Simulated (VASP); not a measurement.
# SrTiO3 (Pm-3m) in VASP: further runs

The runs below take SrTiO3 through single point, with PBE.

Everything below comes from runs of VASP 6.6.1. Logs are shortened: lines on timing, memory, paths and dates and some standing lists are left out, and cuts for length are marked.

## 1. The cell of the first run

It takes space group Pm-3m (No. 221, cubic). Conventional cell: a = 3.936 Å, b = 3.936 Å, c = 3.936 Å, α = 90.00°, β = 90.00°, γ = 90.00°. Sr (site symmetry m-3m) has 12 O at 2.78 Å and 8 Ti at 3.41 Å within 3.7 Å. Ti (site symmetry m-3m) has 6 O at 1.97 Å within 2.6 Å. Within 2.6 Å of O (site symmetry 4/mmm) lie 2 Ti at 1.97 Å.

## 2. Single point, PBE

Input file INCAR:

```
ALGO = Normal ; EDIFF = 1E-6
ENCUT = 600 ; GGA = PE
GGA_COMPAT = F ; ISIF = 2
ISMEAR = 0 ; LASPH = T
LCHARG = F ; LREAL = F
LWAVE = F ; NBANDS = 28
NELM = 120 ; PREC = Accurate
SIGMA = 0.02
```

Input file KPOINTS:

```
k-points
0
Gamma
  8 8 8
```

Input file POSCAR:

```
SrTiO3
1.0
    3.9363545800      0.0000000000      0.0000000000
    0.0000000000      3.9363545800      0.0000000000
    0.0000000000      0.0000000000      3.9363545800
Sr Ti O
1 1 3
Direct
    0.5000000000      0.5000000000      0.5000000000
    0.0000000000      0.0000000000      0.0000000000
    0.5000000000      0.0000000000      0.0000000000
    0.0000000000      0.5000000000      0.0000000000
    0.0000000000      0.0000000000      0.5000000000
```

Potentials or basis: VASP PAW PBE potentials, release 64 (Sr_sv, Ti_sv, O).

Started as:

```console
> cat potpaw_PBE.64/Sr_sv/POTCAR potpaw_PBE.64/Ti_sv/POTCAR potpaw_PBE.64/O/POTCAR > POTCAR
> mpirun -np 1 vasp_std > vasp.out
```

OUTCAR:

```text
EDIFF = 1E-6
   ENCUT = 600
   GGA = PE
   ISIF = 2
   ISMEAR = 0
   LASPH = T
   LREAL = F
   NELM = 120
   PREC = Accurate

 ion  position               nearest neighbor table
   1  0.500  0.500  0.500-   3 2.78   4 2.78   5 2.78   3 2.78   4 2.78   3 2.78   5 2.78   3 2.78
                             4 2.78   5 2.78   4 2.78   5 2.78   2 3.41   2 3.41   2 3.41   2 3.41
   2  0.000  0.000  0.000-   3 1.97   4 1.97   5 1.97   5 1.97   4 1.97   3 1.97   1 3.41   1 3.41
                             1 3.41   1 3.41   1 3.41   1 3.41   1 3.41   1 3.41
   3  0.500  0.000  0.000-   2 1.97   2 1.97   1 2.78   1 2.78   1 2.78   1 2.78
   4  0.000  0.500  0.000-   2 1.97   2 1.97   1 2.78   1 2.78   1 2.78   1 2.78
   5  0.000  0.000  0.500-   2 1.97   2 1.97   1 2.78   1 2.78   1 2.78   1 2.78

  LATTYP: Found a simple cubic cell.
 ALAT       =     3.9363545800

  Lattice vectors:

 A1 = (   3.9363545800,   0.0000000000,   0.0000000000)
 A2 = (   0.0000000000,   3.9363545800,   0.0000000000)
 A3 = (   0.0000000000,   0.0000000000,   3.9363545800)

Analysis of symmetry for initial positions (statically):
=====================================================================
 Subroutine PRICEL returns:
 Original cell was already a primitive cell.

 Routine SETGRP: Setting up the symmetry group for a
 simple cubic supercell.

 Subroutine GETGRP returns: Found 48 space group operations
 (whereof 48 operations were pure point group operations)
 out of a pool of 48 trial point group operations.

The static configuration has the point symmetry O_h .

Analysis of symmetry for dynamics (positions and initial velocities):
=====================================================================
 Subroutine PRICEL returns:
 Original cell was already a primitive cell.

 Routine SETGRP: Setting up the symmetry group for a
 simple cubic supercell.

 Subroutine GETGRP returns: Found 48 space group operations
 (whereof 48 operations were pure point group operations)
 out of a pool of 48 trial point group operations.

The dynamic configuration has the point symmetry O_h .

 Subroutine INISYM returns: Found 48 space group operations
 (whereof 48 operations are pure point group operations),
 and found     1 'primitive' translations

----------------------------------------------------------------------------------------

                                     Primitive cell

  volume of cell :      60.9934

  direct lattice vectors                    reciprocal lattice vectors
     3.936354580  0.000000000  0.000000000     0.254042155  0.000000000  0.000000000
     0.000000000  3.936354580  0.000000000     0.000000000  0.254042155  0.000000000
     0.000000000  0.000000000  3.936354580     0.000000000  0.000000000  0.254042155

  length of vectors
     3.936354580  3.936354580  3.936354580     0.254042155  0.254042155  0.254042155

  position of ions in fractional coordinates (direct lattice)
     0.500000000  0.500000000  0.500000000
     0.000000000  0.000000000  0.000000000
     0.500000000  0.000000000  0.000000000
     0.000000000  0.500000000  0.000000000
     0.000000000  0.000000000  0.500000000

  ion indices of the primitive-cell ions
   primitive index   ion index
                 1           1
                 2           2
                 3           3
                 4           4
                 5           5

----------------------------------------------------------------------------------------

 KPOINTS: k-points

Automatic generation of k-mesh.
 Grid dimensions read from file:
 generate k-points for:    8    8    8

 Generating k-lattice:

  Cartesian coordinates                     Fractional coordinates (reciprocal lattice)
     0.031755269  0.000000000  0.000000000     0.125000000  0.000000000  0.000000000
     0.000000000  0.031755269  0.000000000     0.000000000  0.125000000  0.000000000
     0.000000000  0.000000000  0.031755269     0.000000000  0.000000000  0.125000000

  Length of vectors
     0.031755269  0.031755269  0.031755269

  Shift w.r.t. Gamma in fractional coordinates (k-lattice)
     0.000000000  0.000000000  0.000000000

 Subroutine IBZKPT returns following result:
 ===========================================

 Found     35 irreducible k-points:

 Following reciprocal coordinates:
            Coordinates               Weight
  0.000000  0.000000  0.000000      1.000000
  0.125000  0.000000  0.000000      6.000000
  0.250000  0.000000  0.000000      6.000000
  0.375000  0.000000  0.000000      6.000000
  0.500000  0.000000  0.000000      3.000000
  0.125000  0.125000  0.000000     12.000000
[... 16 lines left out ...]
  0.375000  0.375000  0.125000     24.000000
  0.500000  0.375000  0.125000     24.000000
 [... further k-points ...]
   k-points           NKPTS =     35   k-points in BZ     NKDIM =     35   number of bands    NBANDS=     28
   number of dos      NEDOS =    301   number of ions     NIONS =      5
   total plane-waves  NPLWV =  32768
   dimension x,y,z NGX =    32 NGY =   32 NGZ =   32
   dimension x,y,z NGXF=    64 NGYF=   64 NGZF=   64
   ions per type =               1   1   3
   NGX,Y,Z   is equivalent  to a cutoff of  13.51, 13.51, 13.51 a.u.
   NGXF,Y,Z  is equivalent  to a cutoff of  27.03, 27.03, 27.03 a.u.
 SYSTEM =  unknown system
   PREC   = accura    normal or accurate (medium, high low for compatibility)
   ISTART =      0    job   : 0-new  1-cont  2-samecut
   ICHARG =      2    charge: 1-file 2-atom 10-const
   ISPIN  =      1    spin polarized calculation?
   LNONCOLLINEAR =      F non collinear calculations
   LSORBIT =      F    spin-orbit coupling
   LASPH  =      T    aspherical Exc in radial PAW
   ENCUT  =  600.0 eV  44.10 Ry    6.64 a.u.   7.86  7.86  7.86*2*pi/ulx,y,z
   NELM   =    120;   NELMIN=  2; NELMDL= -5     # of ELM steps
   EDIFF  = 0.1E-05   stopping-criterion for ELM
   LREAL  =      F    real-space projection
   EDIFFG = 0.1E-04   stopping-criterion for IOM
   NSW    =      0    number of steps for IOM
   IBRION =     -1    ionic relax: 0-MD 1-quasi-New 2-CG
   NFREE  =      0    steps in history (QN), initial steepest desc. (CG)
   ISIF   =      2    stress and relaxation
   ISYM   =      2    0-nonsym 1-usesym 2-fastsym
   POTIM  = 0.5000    time-step for ionic-motion
   TEBEG  =    0.0;   TEEND  =   0.0 temperature during run
   PSTRESS=    0.0 pullay stress
   NELECT =      40.0000    total number of electrons
   NUPDOWN=      -1.0000    fix difference up-down
   EMIN   =  10.00;   EMAX   =-10.00  energy-range for DOS
   EFERMI =   0.00;   METHOD = LEGACY
   ISMEAR =     0;   SIGMA  =   0.02  broadening in eV -4-tet -1-fermi 0-gaus
   EFERMI_NEDOS =   21; number of points for ismear=-14 and -15
   IALGO  =     38    algorithm
   IMIX   =      4    mixing-type and parameters
     AMIX     =   0.40;   BMIX     =  1.00
     AMIX_MAG =   1.60;   BMIX_MAG =  1.00
  volume/ion in A,a.u.               =      12.20        82.32
  Fermi-wavevector in a.u.,A,eV,Ry     =   1.422331  2.687815 27.524925  2.023025
  Thomas-Fermi vector in A             =   2.543046
   LORBIT       =      0    0 simple, 1 ext, 2 COOP (PROOUT), +10 PAW based schemes
   GGA     = PE    functional components
   LHFCALC =     F    Hartree Fock is set to
   AEXX    =    0.0000 exact exchange contribution
   IVDW    =     0    specifies the selected vdW correction
   LEPSILON=     F    determine dielectric tensor
   LRPA    =     F    only Hartree local field effects (RPA)
 non-spin polarized calculation
 Gauss-broadening in eV      SIGMA  =   0.02
  energy-cutoff  :      600.00
  volume of cell :       60.99
 maximum number of plane-waves:      2048
 NGX is ok and might be reduce to    32
   NGX = 15   NGY = 15   NGZ = 15

 number of electron      39.9999974 magnetization

 Free energy of the ion-electron system (eV)
  ---------------------------------------------------
  ext. energy  EPLUGINS =         0.00000000
  ---------------------------------------------------
  free energy    TOTEN  =       -40.10975202 eV

  energy without entropy =      -40.10975202  energy(sigma->0) =      -40.10975202

 E-fermi :   4.1503     XC(G=0): -11.1445

 val. band max:        3.9688843689   @ k =   0.5000   0.5000   0.5000
 cond. band min:       5.7801463647   @ k =   0.0000   0.0000   0.0000
 fundamental gap:      1.8112619958
 Fermi energy:         4.1502740661

 k-point     1 :       0.0000    0.0000    0.0000
  band No.  band energies     occupation
      1     -52.5948      2.00000
      2     -28.8945      2.00000
      3     -28.8260      2.00000
      4     -28.8260      2.00000
      5     -28.8260      2.00000
      6     -13.3721      2.00000
[... 20 lines left out ...]
     27       9.3471      0.00000
     28       9.9713      0.00000

 k-point     2 :       0.1250    0.0000    0.0000
  band No.  band energies     occupation
      1     -52.5946      2.00000
      2     -28.9116      2.00000
      3     -28.8256      2.00000
      4     -28.8256      2.00000
      5     -28.8151      2.00000
      6     -13.3777      2.00000
[... 20 lines left out ...]
     27       9.6147      0.00000
     28      10.3396      0.00000

 k-point     3 :       0.2500    0.0000    0.0000
  band No.  band energies     occupation
      1     -52.5941      2.00000
      2     -28.9444      2.00000
      3     -28.8247      2.00000
      4     -28.8247      2.00000
      5     -28.7973      2.00000
      6     -13.4373      2.00000
[... 20 lines left out ...]
     27      10.2566      0.00000
     28      11.3493      0.00000

 k-point     4 :       0.3750    0.0000    0.0000
  band No.  band energies     occupation
      1     -52.5936      2.00000
      2     -28.9725      2.00000
      3     -28.8238      2.00000
      4     -28.8238      2.00000
      5     -28.7839      2.00000
      6     -13.5353      2.00000
[... 578 lines left out ...]
     27      11.9891      0.00000
     28      12.2487      0.00000

 k-point    23 :       0.3750    0.3750    0.1250
  band No.  band energies     occupation
      1     -52.5923      2.00000
      2     -28.9170      2.00000
      3     -28.8780      2.00000
      4     -28.8325      2.00000
      5     -28.8189      2.00000
      6     -12.9794      2.00000
[... 20 lines left out ...]
     27      12.0372      0.00000
     28      12.4834      0.00000

 k-point    24 :       0.5000    0.3750    0.1250
  band No.  band energies     occupation
      1     -52.5921      2.00000
      2     -28.9112      2.00000
      3     -28.8776      2.00000
      4     -28.8328      2.00000
      5     -28.8307      2.00000
      6     -12.8933      2.00000
[... 20 lines left out ...]
     27      12.0926      0.00000
     28      12.5840      0.00000

 [... further k-points ...]
[... 5 lines left out ...]
  --------------------------------------------------------------------------------------
  -------------------------------------------------------------------------------------
  Total        0.1796977      0.1796977      0.1796977      0.0000000      0.0000000     -0.0000000
  in kB        4.7203100      4.7203100      4.7203100      0.0000000      0.0000000     -0.0000000
  external PRESSURE =       4.7203100 kB  Pullay stress =       0.0000000 kB

 VOLUME and BASIS-vectors are now :
 -----------------------------------------------------------------------------
  energy-cutoff  :      600.00
  volume of cell :       60.99
      direct lattice vectors                 reciprocal lattice vectors
     3.936354580  0.000000000  0.000000000     0.254042155  0.000000000  0.000000000
     0.000000000  3.936354580  0.000000000     0.000000000  0.254042155  0.000000000
     0.000000000  0.000000000  3.936354580     0.000000000  0.000000000  0.254042155

 POSITION                                       TOTAL-FORCE (eV/Angst)
 -----------------------------------------------------------------------------------
      1.96818      1.96818      1.96818         0.000000      0.000000      0.000000
      0.00000      0.00000      0.00000         0.000000      0.000000      0.000000
      1.96818      0.00000      0.00000         0.000000      0.000000      0.000000
      0.00000      1.96818      0.00000         0.000000      0.000000      0.000000
      0.00000      0.00000      1.96818         0.000000      0.000000      0.000000
 -----------------------------------------------------------------------------------
    total drift:                                0.000000      0.000000     -0.000000

  FREE ENERGIE OF THE ION-ELECTRON SYSTEM (eV)
  ---------------------------------------------------
  free  energy   TOTEN  =       -40.1097520157 eV

  energy  without entropy=      -40.1097520157  energy(sigma->0) =      -40.10975202
```

It took 30 s on 1 thread of Intel Xeon 6975P-C (Granite Rapids), shared host; peak memory 0.22 GiB.

What came out:

```
Free energy            : -40.1098 eV
Pressure               : 0.5 GPa
Band gap on the k mesh : 1.81 eV (least direct gap 2.18 eV)
```

Levels at points of the mesh, in eV from the valence-band top:
| k point | band 18 | band 19 | band 20 | band 21 | band 22 | band 23 |
| --- | --- | --- | --- | --- | --- | --- |
| (0.00, 0.00, 0.00) | -0.37 | -0.37 | -0.37 | 1.81 | 1.81 | 1.81 |
| (0.50, 0.00, 0.00) | -1.91 | -0.73 | -0.73 | 1.97 | 3.66 | 3.66 |
| (0.50, 0.50, 0.00) | -1.54 | -1.54 | -0.09 | 3.66 | 3.66 | 4.11 |
| (0.50, 0.50, 0.50) | 0.00 | 0.00 | 0.00 | 4.31 | 4.31 | 4.31 |

## 3. Single point, PBE (12.56 Å³/atom)

This run uses another cell than the first one, of 12.56 Å³/atom.

Input file INCAR:

```
ALGO     = Normal         # electronic algorithm
EDIFF    = 1E-6           # SCF threshold, eV
ENCUT    = 600            # plane-wave cutoff, eV
GGA      = PE             # functional
GGA_COMPAT= F            
ISIF     = 2              # what is computed and relaxed
ISMEAR   = 0              # smearing method
LASPH    = T              # aspherical terms in the spheres
LCHARG   = F              # write CHGCAR
LREAL    = F              # projectors in reciprocal space
LWAVE    = F              # write WAVECAR
NBANDS   = 28             # bands
NELM     = 120            # most SCF steps
PREC     = Accurate       # precision mode
SIGMA    = 0.02           # smearing width, eV
```

KPOINTS is that of step 2.

POSCAR: that of step 2 with these lines changed.

```diff
@@ -2,5 +2,5 @@
 1.0
-    3.9363545800      0.0000000000      0.0000000000
-    0.0000000000      3.9363545800      0.0000000000
-    0.0000000000      0.0000000000      3.9363545800
+    3.9753309226      0.0000000000      0.0000000000
+    0.0000000000      3.9753309226      0.0000000000
+    0.0000000000      0.0000000000      3.9753309226
 Sr Ti O
```

Potentials or basis: VASP PAW PBE potentials, release 64 (Sr_sv, Ti_sv, O).

Started as:

```console
> cat potpaw_PBE.64/Sr_sv/POTCAR potpaw_PBE.64/Ti_sv/POTCAR potpaw_PBE.64/O/POTCAR > POTCAR
> mpirun -np 1 vasp_std > vasp.out
```

Wall time 28 s (1 thread of Intel Xeon 6975P-C (Granite Rapids), shared host); peak memory 0.22 GiB.

Results (log left out):

- Free energy: -40.0909 eV
- Pressure: -4.3 GPa
- Band gap on the k mesh: 1.76 eV (least direct gap 2.14 eV)

Levels at points of the mesh, in eV from the valence-band top:
| k point | band 17 | band 18 | band 19 | band 20 | band 21 | band 22 | band 23 | band 24 |
| --- | --- | --- | --- | --- | --- | --- | --- | --- |
| (0.00, 0.00, 0.00) | -1.08 | -0.38 | -0.38 | -0.38 | 1.76 | 1.76 | 1.76 | 3.94 |
| (0.50, 0.00, 0.00) | -2.22 | -1.83 | -0.73 | -0.73 | 1.90 | 3.51 | 3.51 | 3.94 |
| (0.50, 0.50, 0.00) | -1.75 | -1.51 | -1.51 | -0.08 | 3.51 | 3.51 | 3.95 | 4.83 |
| (0.50, 0.50, 0.50) | -3.58 | 0.00 | 0.00 | 0.00 | 4.13 | 4.13 | 4.13 | 6.74 |

Caveat: the cell stands under tension.

## 4. Single point, PBE (12.93 Å³/atom)

This run uses another cell than the first one, of 12.93 Å³/atom.

Input file INCAR:

```
SYSTEM = SrTiO3
PREC = Accurate
ENCUT = 600
EDIFF = 1E-6
ISMEAR = 0
SIGMA = 0.02
LREAL = .FALSE.
LASPH = .TRUE.
NELM = 120
ALGO = Normal
ISIF = 2
LWAVE = .FALSE.
LCHARG = .FALSE.
GGA = PE
NBANDS = 28
GGA_COMPAT = .FALSE.
```

Input file KPOINTS:

```
regular mesh
0
G
  8 8 8
  0 0 0
```

POSCAR: that of step 3 with these lines changed.

```diff
@@ -2,5 +2,5 @@
 1.0
-    3.9753309226      0.0000000000      0.0000000000
-    0.0000000000      3.9753309226      0.0000000000
-    0.0000000000      0.0000000000      3.9753309226
+    4.0135576034      0.0000000000      0.0000000000
+    0.0000000000      4.0135576034      0.0000000000
+    0.0000000000      0.0000000000      4.0135576034
 Sr Ti O
```

Started as:

```console
> cat potpaw_PBE.64/Sr_sv/POTCAR potpaw_PBE.64/Ti_sv/POTCAR potpaw_PBE.64/O/POTCAR > POTCAR
> mpirun -np 1 vasp_std > vasp.out
```

Run time: 33 s. Hardware: 1 thread of Intel Xeon 6975P-C (Granite Rapids), shared host; peak memory 0.23 GiB.

It converged, with:

- Free energy: -40.0216 eV
- Pressure: -8.3 GPa
- Band gap on the k mesh: 1.70 eV (least direct gap 2.09 eV)

Levels at points of the mesh, in eV from the valence-band top:
```tsv
k point	band 18	band 19	band 20	band 21	band 22	band 23
(0.00, 0.00, 0.00)	-0.39	-0.39	-0.39	1.70	1.70	1.70
(0.50, 0.00, 0.00)	-1.75	-0.73	-0.73	1.83	3.37	3.37
(0.50, 0.50, 0.00)	-1.48	-1.48	-0.08	3.37	3.37	3.79
(0.50, 0.50, 0.50)	0.00	0.00	0.00	3.96	3.96	3.96
```

Caveat: the cell stands under tension.

## 5. Overview

| cell | gap on the mesh (eV) | pressure (GPa) |
| --- | --- | --- |
| a = 3.936 Å, 5 atoms | 1.81 | 0.5 |
| a = 3.975 Å, 5 atoms | 1.76 | -4.3 |
| a = 4.014 Å, 5 atoms | 1.70 | -8.3 |

Alike in all rows: task single point; level PBE; potentials or basis VASP PAW PBE potentials, release 64 (Sr_sv, Ti_sv, O); no spin polarisation; k mesh 8 × 8 × 8; cutoff (eV) 600; smearing gaussian 0.02 eV.

Caveats: the cell stands under tension (at least some runs).

Absolute energies hang on the potentials; compare differences alone.
